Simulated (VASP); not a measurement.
WCF2:

```
W C F
1.0
     4.01200    0.00000    0.00000
     0.00000    4.01200    0.00000
     0.00000    0.00000    4.01200
W C F
1 1 2
Direct
  0.00000 0.00000 0.00000
  0.00000 0.00000 0.50000
  0.50000 0.00000 0.00000
  0.00000 0.50000 0.00000
```

| Property | Result |
| --- | --- |
| Program | VASP 6.6.1 |
| Task | relaxation of cell and atoms |
| Functional | PBE |
| Potentials or basis | VASP PAW PBE potentials, release 64 (W_sv, C, F) |
| Cutoff | 600 eV |
| k mesh | 12 × 12 × 12 |
| Occupations | gaussian, width 0.1 eV |
| Spin | no spin polarisation |

At the start: pressure 0.6 GPa; volume 16.14 Å³/atom.

**Question.** Where does the relaxation end?

**Answer.** Over 5 steps the energy falls by 15.1 meV/atom and the volume is 16.27 Å³/atom (+0.8 %); space group P4/mmm (No. 123, to 0.05 Å).

The path:
```
step  energy change (eV)  largest force (eV/Å)  pressure (GPa)  volume (Å³)
   1              0.0000                0.0000            0.56        64.58
   2             -0.0339                0.0000            0.87        65.03
   3             -0.0600                0.0000            0.46        64.87
   4             -0.0601                0.0000           -0.35        65.27
   5             -0.0603                0.0000            0.00        65.10
```

Final structure:
```
W C F
1.0
     4.07130    0.00000    0.00000
     0.00000    4.07130    0.00000
     0.00000    0.00000    3.92726
W C F
1 1 2
Direct
  0.00000 0.00000 0.00000
  0.00000 0.00000 0.50000
  0.50000 0.00000 0.00000
  0.00000 0.50000 0.00000
```
